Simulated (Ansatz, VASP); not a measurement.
## MgO2: VASP beside Ansatz

File INCAR:

```
ALGO     = Normal         # electronic algorithm
EDIFF    = 1E-6           # SCF threshold, eV
ENCUT    = 520            # plane-wave cutoff, eV
GGA      = PS             # functional
ISIF     = 2              # what is computed and relaxed
ISMEAR   = 0              # smearing method
LASPH    = True           # aspherical terms in the spheres
LCHARG   = False          # write CHGCAR
LREAL    = False          # projectors in reciprocal space
LWAVE    = False          # write WAVECAR
NBANDS   = 14             # bands
NELM     = 80             # most SCF steps
PREC     = Accurate       # precision mode
SIGMA    = 0.05           # smearing width, eV
```

The input KPOINTS:

```
k-points
0
Gamma
  12 12 12
```

POSCAR

```
MgO2
1.0
    1.7331418973      1.0006299410      3.3542197199
   -1.7331418973      1.0006299410      3.3542197199
    0.0000000000     -2.0012598819      3.3542197199
Mg O
1 2
Direct
    0.0000000000      0.0000000000      0.0000000000
    0.4287860000      0.4287860000      0.4287860000
    0.5712140000      0.5712140000      0.5712140000
```

Input for Ansatz:

```yaml
crystal:
  lattice:
    - [1.7331418973, 1.000629941, 3.3542197199]
    - [-1.7331418973, 1.000629941, 3.3542197199]
    - [0.0, -2.0012598819, 3.3542197199]
  atoms:
    - { symbol: Mg, position: [0.0, 0.0, 0.0] }
    - { symbol: O, position: [0.428786, 0.428786, 0.428786] }
    - { symbol: O, position: [0.571214, 0.571214, 0.571214] }
basis:
  ecutwfc: 420
kpoints:
  mp_grid: { grid: [12, 12, 12] }
hamiltonian:
  xc: pbesol
scf:
  occupations: { method: gaussian, width: 0.05 }
output:
  forces: true
  stress: true
  eigenvalues: true
```

Change from the starting cell: strain +0.080 along x and y, -0.040 along z, atoms carried along.

Alike in both runs: task single point; functional PBEsol; k mesh 12 × 12 × 12; occupations gaussian, width 0.05 eV; no spin polarisation.

|  | VASP | Ansatz |
| --- | --- | --- |
| version | VASP 6.6.1 | Ansatz 0.2.0 |
| potentials or method | VASP PAW PBE potentials, release 64 (Mg, O), cutoff 520 eV | scalar-relativistic, plane waves, PAW |
| valence electrons in the cell | 14 | 22 |

|  | VASP | Ansatz | Ansatz less VASP |
| --- | --- | --- | --- |
| gap on the k mesh at the Fermi level (eV) | 2.37 | 2.39 | +0.015 |
| least direct gap on the mesh (eV) | 2.62 | 2.64 | +0.015 |
| pressure (GPa) | -9.3 | -9.3 | 0.00 |
| traceless stress, the component that is largest in VASP (GPa) | 20.67 | 19.36 | -1.307 |
| rms of the force components (eV/Å) | 0.969 | 0.847 | -0.1221 |

VASP's potentials were made for PBE, not for PBEsol. Atom by atom the forces differ by 0.122 eV/Å (rms over components). With one functional, cell and mesh, what is left measures potentials, basis and numerics. VASP's potentials hold 14 valence electrons a cell and Ansatz's 22, so a difference there can come from the potentials and not from the codes.
